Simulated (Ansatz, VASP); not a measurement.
Ta in VASP and in Ansatz

```xyz
1
Lattice="-1.6264 1.6264 1.6264 1.6264 -1.6264 1.6264 1.6264 1.6264 -1.6264" Properties=species:S:1:pos:R:3 pbc="T T T"
Ta    0.0000    0.0000    0.0000
```

Alike in both runs: task relaxation of cell and atoms; functional LDA; k mesh 16 × 16 × 16; occupations fermi-dirac, width 0.15 eV; no spin polarisation.

|  | VASP | Ansatz |
| --- | --- | --- |
| version | VASP 6.6.1 | Ansatz 0.2.0 |
| potentials or method | VASP PAW LDA potentials, release 64 (Ta_pv), cutoff 600 eV | scalar-relativistic, plane waves, PAW |
| valence electrons in the cell | 11 | 13 |

VASP gave:

- gap on the k mesh at the Fermi level, each at its own relaxed structure (eV): none
- relaxed volume (Å³/atom): 17.32
- relaxed cell length with the largest relative difference (Å): 2.823

Question: Estimate Ansatz's values.

Answer: gap on the k mesh at the Fermi level, each at its own relaxed structure (eV): none; relaxed volume (Å³/atom): 17.25; relaxed cell length with the largest relative difference (Å): 2.819.

Ansatz warns that its potentials were made for another functional, while VASP's fit it. LDA's correlation is that of Perdew and Zunger in VASP and of Perdew and Wang (1992) in Ansatz. A gap of «none» marks a metal or a gap that the smearing closes. VASP's potentials hold 11 valence electrons a cell and Ansatz's 13, so a difference there can come from the potentials and not from the codes.

Spin-orbit coupling is off throughout.
